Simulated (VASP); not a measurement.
**Ge2P: relaxation of cell and atoms with PBE**

Ge2P:

```
Ge P
1.0
     0.00000    3.12900    3.12900
     3.12900    0.00000    3.12900
     3.12900    3.12900    0.00000
Ge P
2 1
Direct
  0.75000 0.75000 0.75000
  0.25000 0.25000 0.25000
  0.00000 0.00000 0.00000
```

| Quantity | Value |
| --- | --- |
| Program | VASP 6.6.1 |
| Task | relaxation of cell and atoms |
| Functional | PBE |
| Potentials or basis | VASP PAW PBE potentials, release 64 (Ge_d, P) |
| Cutoff | 600 eV |
| k mesh | 12 × 12 × 12 |
| Occupations | gaussian, width 0.1 eV |
| Spin | no spin polarisation |
| Dipole correction | no |
| Further INCAR settings | ALGO = Normal; EDIFF = 1e-06; IBRION = 2; EDIFFG = -0.01; NSW = 100; ISIF = 3 |

| Item | Value |
| --- | --- |
| Pressure after relaxing | 0.1 GPa |

Final structure:
```yaml
crystal:
  lattice:
    - [0.00000, 3.12900, 3.12900]
    - [3.12900, 0.00000, 3.12900]
    - [3.12900, 3.12900, 0.00000]
  atoms:
    - { symbol: Ge, position: [0.75000, 0.75000, 0.75000] }
    - { symbol: Ge, position: [0.25000, 0.25000, 0.25000] }
    - { symbol: P, position: [0.00000, 0.00000, 0.00000] }
```

Levels at points of the mesh, in eV from the Fermi level:
```tsv
k point	band 14	band 15	band 16	band 17	band 18	band 19
(0.00, 0.00, 0.00)	-2.69	-2.69	-2.69	-1.68	-1.68	-1.68
(0.50, 0.00, 0.00)	-3.85	-3.85	-0.77	-0.77	-0.48	3.70
(0.50, 0.50, 0.00)	-5.34	-5.34	-2.15	2.28	3.88	3.88
```

Wall time 67 s on 1 thread of Intel Xeon 6975P-C, with other jobs on the host, peak memory 0.26 GiB.

Caveat: the relaxation stopped at its first step, so nothing moved.
